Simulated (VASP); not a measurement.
Write the native input for VASP 6.6.1 that does the following.

| Quantity | Value |
| --- | --- |
| Task | single point |
| Functional | PBEsol |
| Potentials or basis | VASP PAW PBE potentials, release 64 (Y_sv, Cu, S) |
| Cutoff | 600 eV |
| k mesh | 8 × 8 × 4 |
| Occupations | gaussian, width 0.2 eV |
| Spin | no spin polarisation |
| Dipole correction | no |
| Further INCAR settings | ALGO = Normal; EDIFF = 1e-06; NBANDS = 30 |

The structure of YCu2S2 lies in POSCAR:

```
YCu2S2
1.0
    3.9274040000      0.0000000000      0.0000000000
   -1.9637020000      3.4012316349      0.0000000000
    0.0000000000      0.0000000000      6.4141120000
Y Cu S
1 2 2
Direct
    0.0000000000      0.0000000000      0.0000000000
    0.6666666667      0.3333333333      0.6583610000
    0.3333333333      0.6666666667      0.3416390000
    0.6666666667      0.3333333333      0.2673940000
    0.3333333333      0.6666666667      0.7326060000
```

These files were run (other wordings do the same):

INCAR

```
PREC = Accurate
ENCUT = 600
EDIFF = 1E-6
ISMEAR = 0
SIGMA = 0.2
LREAL = F
LASPH = T
NELM = 120
ALGO = Normal
ISIF = 2
LWAVE = F
LCHARG = F
GGA = PS
NBANDS = 30
GGA_COMPAT = F
```

KPOINTS

```
regular mesh
0
Gamma
  8 8 4
```

Potentials or basis: VASP PAW PBE potentials, release 64 (Y_sv, Cu, S).

Launch:

```bash
$ cat potpaw_PBE.64/Y_sv/POTCAR potpaw_PBE.64/Cu/POTCAR potpaw_PBE.64/S/POTCAR > POTCAR
$ mpirun -np 1 vasp_std > vasp.out
```

Results of the run:

The pressure is -4.2 GPa, the largest force is 0.070 eV/Å and the band gap on the k mesh is zero (an odd number of electrons rules out a gap without spin polarisation).

Caveat: the cell stands under tension; the PAW data sets were made with another functional, which shifts forces and pressure a little.

Run time: 73 s on 1 thread of AMD EPYC 9R45 (Zen 5), on a shared host, peak memory 0.27 GiB.
